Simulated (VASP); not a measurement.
# HoAuF4 (R3m) in VASP: relaxation of cell and atoms with PBE

Aim: the relaxation of cell and atoms of HoAuF4 with PBE.

Program: VASP 6.6.1. These are calculated values, not measurements. Logs are shortened: lines on timing, memory, paths and dates and some standing lists are left out, and cuts for length are marked.

**1. The cell of the first run**

Symmetry: R3m, No. 160, trigonal system. Conventional cell: a = 5.048 Å, b = 5.048 Å, c = 12.338 Å, α = 90.00°, β = 90.00°, γ = 120.00°. Within 3.4 Å of Ho (site symmetry 3m) lie 4 Au at 2.57 to 3.30 Å and 9 F at 2.60 to 3.08 Å. Within 3.4 Å of Au (site symmetry 3m) lie 4 Ho at 2.57 to 3.30 Å and 12 F at 2.67 to 3.18 Å. F (site symmetry m) has 5 F at 2.13 to 2.68 Å and 2 Ho at 2.60 Å and 1 Au at 2.67 Å within 2.8 Å. F (site symmetry 3m) has 3 F at 2.13 Å within 2.8 Å.

The cell was generated, and may not be a known phase.

**2. Relaxation of cell and atoms, PBE**

Input file INCAR:

```
  PREC = Accurate
  ENCUT = 600
  EDIFF = 1E-7
  ISMEAR = 0
  SIGMA = 0.15
  LREAL = False
  LASPH = True
  NELM = 200
  ALGO = Normal
  ISIF = 3
  LWAVE = False
  LCHARG = False
  GGA = PE
  IBRION = 2
  NSW = 36
  EDIFFG = -0.08
  GGA_COMPAT = False
  NELMIN = 4
  LMAXMIX = 6
```

Input file KPOINTS:

```
regular mesh
0
Gamma
  3 3 3
```

Input file POSCAR:

```
HoAuF4
1.0
    2.5239262500      1.4571895000      4.1125079700
   -2.5239262500      1.4571895000      4.1125079700
    0.0000000000     -2.9143790000      4.1125079700
Ho Au F
1 1 4
Direct
    0.7817926600      0.7817926600      0.7817926600
    0.5736588100      0.5736588100      0.5736588100
    0.2208422000      0.7509339400      0.2208422000
    0.2208422000      0.2208422000      0.7509339400
    0.7509339400      0.2208422000      0.2208422000
    0.1961526100      0.1961526100      0.1961526100
```

Potentials or basis: VASP PAW PBE potentials, release 64 (Ho_3, Au, F), 4f in core.

On the command line:

```
cat potpaw_PBE.64/Ho_3/POTCAR potpaw_PBE.64/Au/POTCAR potpaw_PBE.64/F/POTCAR > POTCAR
mpirun -np 1 vasp_std > vasp.out
```

OUTCAR:

```text
PREC = Accurate
   ENCUT = 600
   EDIFF = 1E-7
   ISMEAR = 0
   LREAL = False
   LASPH = True
   NELM = 200
   ISIF = 3
   GGA = PE
   IBRION = 2
   NSW = 36
   EDIFFG = -0.08
   NELMIN = 4

 ion  position               nearest neighbor table
   1  0.782  0.782  0.782-   2 2.57   4 2.60   4 2.60   3 2.60   5 2.60   3 2.60   5 2.60   2 3.30
                             2 3.30   2 3.30
   2  0.574  0.574  0.574-   1 2.57   3 2.67   5 2.67   4 2.67   1 3.30   1 3.30   1 3.30
   3  0.221  0.751  0.221-   1 2.60   1 2.60   2 2.67
   4  0.221  0.221  0.751-   1 2.60   1 2.60   2 2.67
   5  0.751  0.221  0.221-   1 2.60   1 2.60   2 2.67
   6  0.196  0.196  0.196-

  LATTYP: Found a trigonal (rhomboedric) cell.
 ALAT       =     5.0404689026
 COS(alpha) =     0.4985340639

  Lattice vectors:

 A1 = (   2.5239262500,   1.4571895000,   4.1125079700)
 A2 = (  -2.5239262500,   1.4571895000,   4.1125079700)
 A3 = (   0.0000000000,  -2.9143790000,   4.1125079700)

Analysis of symmetry for initial positions (statically):
=====================================================================
 Subroutine PRICEL returns:
 Original cell was already a primitive cell.

 Routine SETGRP: Setting up the symmetry group for a
 trigonal (rhombohedral) supercell.

 Subroutine GETGRP returns: Found  6 space group operations
 (whereof  6 operations were pure point group operations)
 out of a pool of 12 trial point group operations.

The static configuration has the point symmetry C_3v.

Analysis of symmetry for dynamics (positions and initial velocities):
=====================================================================
 Subroutine PRICEL returns:
 Original cell was already a primitive cell.

 Routine SETGRP: Setting up the symmetry group for a
 trigonal (rhombohedral) supercell.

 Subroutine GETGRP returns: Found  6 space group operations
 (whereof  6 operations were pure point group operations)
 out of a pool of 12 trial point group operations.

The dynamic configuration has the point symmetry C_3v.

 Subroutine INISYM returns: Found  6 space group operations
 (whereof  6 operations are pure point group operations),
 and found     1 'primitive' translations

----------------------------------------------------------------------------------------

                                     Primitive cell

  volume of cell :      90.7508

  direct lattice vectors                    reciprocal lattice vectors
     2.523926250  1.457189500  4.112507970     0.198104045  0.114375424  0.081053541
    -2.523926250  1.457189500  4.112507970    -0.198104045  0.114375424  0.081053541
     0.000000000 -2.914379000  4.112507970     0.000000000 -0.228750848  0.081053541

  length of vectors
     5.040468903  5.040468903  5.040468903     0.242686272  0.242686272  0.242686272

  position of ions in fractional coordinates (direct lattice)
     0.781792660  0.781792660  0.781792660
     0.573658810  0.573658810  0.573658810
     0.220842200  0.750933940  0.220842200
     0.220842200  0.220842200  0.750933940
     0.750933940  0.220842200  0.220842200
     0.196152610  0.196152610  0.196152610

  ion indices of the primitive-cell ions
   primitive index   ion index
                 1           1
                 2           2
                 3           3
                 4           4
                 5           5
                 6           6

----------------------------------------------------------------------------------------

 KPOINTS: regular mesh

Automatic generation of k-mesh.
 Grid dimensions read from file:
 generate k-points for:    3    3    3

 Generating k-lattice:

  Cartesian coordinates                     Fractional coordinates (reciprocal lattice)
     0.066034682  0.038125141  0.027017847     0.333333333  0.000000000  0.000000000
    -0.066034682  0.038125141  0.027017847     0.000000000  0.333333333  0.000000000
     0.000000000 -0.076250283  0.027017847     0.000000000  0.000000000  0.333333333

  Length of vectors
     0.080895424  0.080895424  0.080895424

  Shift w.r.t. Gamma in fractional coordinates (k-lattice)
     0.000000000  0.000000000  0.000000000

 Subroutine IBZKPT returns following result:
 ===========================================

 Found      6 irreducible k-points:

 Following reciprocal coordinates:
            Coordinates               Weight
  0.000000  0.000000  0.000000      1.000000
  0.333333  0.000000 -0.000000      6.000000
  0.333333  0.333333 -0.000000      6.000000
 -0.333333  0.333333  0.000000      6.000000
  0.333333  0.333333  0.333333      2.000000
 -0.333333  0.333333  0.333333      6.000000
   k-points           NKPTS =      6   k-points in BZ     NKDIM =      6   number of bands    NBANDS=     28
   number of dos      NEDOS =    301   number of ions     NIONS =      6
   total plane-waves  NPLWV =  64000
   dimension x,y,z NGX =    40 NGY =   40 NGZ =   40
   dimension x,y,z NGXF=    80 NGYF=   80 NGZF=   80
   ions per type =               1   1   4
   NGX,Y,Z   is equivalent  to a cutoff of  13.19, 13.19, 13.19 a.u.
   NGXF,Y,Z  is equivalent  to a cutoff of  26.39, 26.39, 26.39 a.u.
 SYSTEM =  unknown system
   PREC   = accura    normal or accurate (medium, high low for compatibility)
   ISTART =      0    job   : 0-new  1-cont  2-samecut
   ICHARG =      2    charge: 1-file 2-atom 10-const
   ISPIN  =      1    spin polarized calculation?
   LNONCOLLINEAR =      F non collinear calculations
   LSORBIT =      F    spin-orbit coupling
   LASPH  =      T    aspherical Exc in radial PAW
   ENCUT  =  600.0 eV  44.10 Ry    6.64 a.u.  10.07 10.07 10.07*2*pi/ulx,y,z
   NELM   =    200;   NELMIN=  4; NELMDL= -5     # of ELM steps
   EDIFF  = 0.1E-06   stopping-criterion for ELM
   LREAL  =      F    real-space projection
   EDIFFG = -.8E-01   stopping-criterion for IOM
   NSW    =     36    number of steps for IOM
   IBRION =      2    ionic relax: 0-MD 1-quasi-New 2-CG
   NFREE  =      1    steps in history (QN), initial steepest desc. (CG)
   ISIF   =      3    stress and relaxation
   ISYM   =      2    0-nonsym 1-usesym 2-fastsym
   POTIM  = 0.5000    time-step for ionic-motion
   TEBEG  =    0.0;   TEEND  =   0.0 temperature during run
   PSTRESS=    0.0 pullay stress
   NELECT =      48.0000    total number of electrons
   NUPDOWN=      -1.0000    fix difference up-down
   EMIN   =  10.00;   EMAX   =-10.00  energy-range for DOS
   EFERMI =   0.00;   METHOD = LEGACY
   ISMEAR =     0;   SIGMA  =   0.15  broadening in eV -4-tet -1-fermi 0-gaus
   EFERMI_NEDOS =   21; number of points for ismear=-14 and -15
   IALGO  =     38    algorithm
   IMIX   =      4    mixing-type and parameters
     AMIX     =   0.40;   BMIX     =  1.00
     AMIX_MAG =   1.60;   BMIX_MAG =  1.00
  volume/ion in A,a.u.               =      15.13       102.07
  Fermi-wavevector in a.u.,A,eV,Ry     =   1.323950  2.501903 23.848895  1.752844
  Thomas-Fermi vector in A             =   2.453521
   LORBIT       =      0    0 simple, 1 ext, 2 COOP (PROOUT), +10 PAW based schemes
   GGA     = PE    functional components
   LHFCALC =     F    Hartree Fock is set to
   AEXX    =    0.0000 exact exchange contribution
   IVDW    =     0    specifies the selected vdW correction
   LEPSILON=     F    determine dielectric tensor
   LRPA    =     F    only Hartree local field effects (RPA)
 conjugate gradient relaxation of ions
 non-spin polarized calculation
 Gauss-broadening in eV      SIGMA  =   0.15
  energy-cutoff  :      600.00
  volume of cell :       90.75
 maximum number of plane-waves:      3049
   NGX = 21   NGY = 21   NGZ = 21

--------------------------------------- Ionic step        1  -------------------------------------------

 number of electron      48.0000000 magnetization

 Free energy of the ion-electron system (eV)
  ---------------------------------------------------
  ext. energy  EPLUGINS =         0.00000000
  ---------------------------------------------------
  free energy    TOTEN  =       -23.54214192 eV

  energy without entropy =      -23.49742631  energy(sigma->0) =      -23.51978412

------------------------ aborting loop because EDIFF is reached ----------------------------------------

  FORCE on cell =-STRESS in cart. coord.  units (eV):
  Direction    XX          YY          ZZ          XY          YZ          ZX
  --------------------------------------------------------------------------------------
  -------------------------------------------------------------------------------------
  Total       -6.3650386     -6.3650386      5.8411356     -0.0000000      0.0000000      0.0000000
  in kB     -112.3727290   -112.3727290    103.1233887     -0.0000000      0.0000000      0.0000000
  external PRESSURE =     -40.5406897 kB  Pullay stress =       0.0000000 kB
[... 101 lines left out ...]
  FREE ENERGIE OF THE ION-ELECTRON SYSTEM (eV)
  ---------------------------------------------------
  free  energy   TOTEN  =       -25.5949708480 eV

  energy  without entropy=      -25.5404329720  energy(sigma->0) =      -25.56770191

 E-fermi :   1.3063     XC(G=0): -10.0025

 val. band max:        1.3028179103   @ k =   0.3333   0.3333   0.3333
 cond. band min:       1.4439055477   @ k =   0.3333   0.0000  -0.0000
 fundamental gap:      0.1410876373
 Fermi energy:         1.3062628858

 k-point     1 :       0.0000    0.0000    0.0000
  band No.  band energies     occupation
      1     -21.6720      2.00000
      2     -21.2397      2.00000
      3     -21.2397      2.00000
      4     -20.9841      2.00000
      5     -19.8580      2.00000
      6     -19.5355      2.00000
[... 175 lines left out ...]
     27       6.4585      0.00000
     28       6.8603      0.00000

[... ionic steps 4 to 22 ...]

--------------------------------------- Ionic step       23  -------------------------------------------

 number of electron      48.0000004 magnetization

------------------------ aborting loop because EDIFF is reached ----------------------------------------

  FORCE on cell =-STRESS in cart. coord.  units (eV):
  Direction    XX          YY          ZZ          XY          YZ          ZX
  --------------------------------------------------------------------------------------
  -------------------------------------------------------------------------------------
  Total       -0.3031647     -0.3031647      0.5957167     -0.0000000      0.0000000     -0.0000000
  in kB       -5.2348600     -5.2348600     10.2864658     -0.0000000      0.0000000     -0.0000000
  external PRESSURE =      -0.0610847 kB  Pullay stress =       0.0000000 kB
[... 65 lines left out ...]
  energy  without entropy=      -27.0310211457  energy(sigma->0) =      -27.04614587

--------------------------------------- Ionic step       25  -------------------------------------------

 number of electron      48.0000002 magnetization

 Free energy of the ion-electron system (eV)
  ---------------------------------------------------
  ext. energy  EPLUGINS =         0.00000000
  ---------------------------------------------------
  free energy    TOTEN  =       -27.06404463 eV

  energy without entropy =      -27.03384856  energy(sigma->0) =      -27.04894659

 E-fermi :   0.9897     XC(G=0):  -9.7694

 val. band max:        0.9587277864   @ k =   0.0000   0.0000   0.0000
 cond. band min:       1.5127244885   @ k =   0.3333   0.0000  -0.0000
 fundamental gap:      0.5539967022
 Fermi energy:         0.9897009374

 k-point     1 :       0.0000    0.0000    0.0000
  band No.  band energies     occupation
      1     -22.0613      2.00000
      2     -21.5964      2.00000
      3     -21.5964      2.00000
      4     -21.2538      2.00000
      5     -19.8853      2.00000
      6     -19.8853      2.00000
[... 208 lines left out ...]
  FREE ENERGIE OF THE ION-ELECTRON SYSTEM (eV)
  ---------------------------------------------------
  free  energy   TOTEN  =       -27.0640446282 eV

  energy  without entropy=      -27.0338485600  energy(sigma->0) =      -27.04894659

 reached required accuracy - stopping structural energy minimisation
```

Wall time 7.1 min (1 thread of Intel Xeon Platinum 8559C (Emerald Rapids), shared host); peak memory 0.25 GiB.

What came out:

```yaml
Free_energy: -27.0640 eV
Relaxed_volume: 15.52 Å³/atom
Relaxed_cell: a = 5.848 Å, b = 5.848 Å, c = 5.848 Å, α = 45.62°, β = 45.62°, γ = 45.62°
Space_group_after_relaxing_to_0.1_Å: R3m (No. 160)
Energy_gained_by_relaxing: 587.0 meV/atom
Ionic_steps: 25
Pressure_after_relaxing: -0.1 GPa
Largest_force_after_relaxing: 0.039 eV/Å
Band_gap_on_the_k_mesh: zero (bands 24 and 25 overlap by 0.01 eV)
```

Forces in eV/Å, atoms in the order of the input:
```
Ho   0.000  0.000 -0.039
Au   0.000  0.000  0.019
F    0.013 -0.007 -0.004
F    0.000  0.015 -0.004
F   -0.013 -0.007 -0.004
F    0.000  0.000  0.032
```

The path:
```csv
step,energy change (eV),largest force (eV/Å),pressure (GPa),volume (Å³)
1,0.0000,2.9509,-4.05,90.75
2,-1.5981,1.5528,-3.84,85.54
3,-2.0528,1.9457,2.42,80.83
4,-2.0626,1.8797,1.05,81.53
5,-2.6027,1.6727,4.15,81.23
6,-2.7596,1.0978,9.59,80.59
7,-3.0043,1.0256,5.23,85.66
8,-3.0689,1.1755,2.18,89.83
9,-3.2276,0.8421,-0.42,91.58
10,-3.2425,0.8419,-1.40,92.40
11,-3.2960,0.6580,-0.34,91.65
12,-3.3352,0.4150,0.39,90.73
13,-3.3140,0.9087,2.51,88.85
14,-3.3432,0.5095,1.09,90.08
15,-3.3853,0.4685,0.65,90.98
16,-3.4336,0.5952,-0.51,93.10
17,-3.4632,0.3857,-0.56,93.40
18,-3.4875,0.3026,-0.61,93.96
19,-3.4955,0.2924,-0.06,93.48
20,-3.5042,0.2691,0.61,92.51
21,-3.5049,0.2595,0.96,92.12
22,-3.5111,0.2186,0.57,92.38
23,-3.5150,0.1577,-0.01,92.79
24,-3.5191,0.1101,-0.05,92.91
25,-3.5219,0.0391,-0.11,93.11
```

Final structure:
```
Ho Au F
1.0
     2.26720    1.30897    5.22900
    -2.26720    1.30897    5.22900
     0.00000   -2.61794    5.22900
Ho Au F
1 1 4
Direct
  0.72811 0.72811 0.72811
  0.54641 0.54641 0.54641
  0.24231 0.74444 0.24231
  0.24231 0.24231 0.74444
  0.74444 0.24231 0.24231
  0.24063 0.24063 0.24063
```

Levels at points of the mesh, in eV from the Fermi level:
```csv
k point,band 22,band 23,band 24,band 25,band 26,band 27
"(0.00, 0.00, 0.00)",-0.92,-0.92,-0.03,-0.03,4.57,4.57
```

Caveat: the k points lie up to 0.55 Å⁻¹ apart in the final cell; a cell axis changed by over 15 % at a fixed basis, so the end point is rough; spin-orbit coupling is left out, which moves the levels of the heavy elements; the 4f electrons are frozen in the core, so they carry no moment and show no levels; the run has no spin polarisation, though such a crystal can be magnetic; the relaxation stopped at a loose force limit of 0.08 eV/Å, so its end isn't a converged minimum. With open d or f shells a metallic result of PBE can be an artefact of self-interaction; +U or a hybrid may open a gap.

The gap in the log of VASP goes by the Fermi energy; the results here count the filled bands.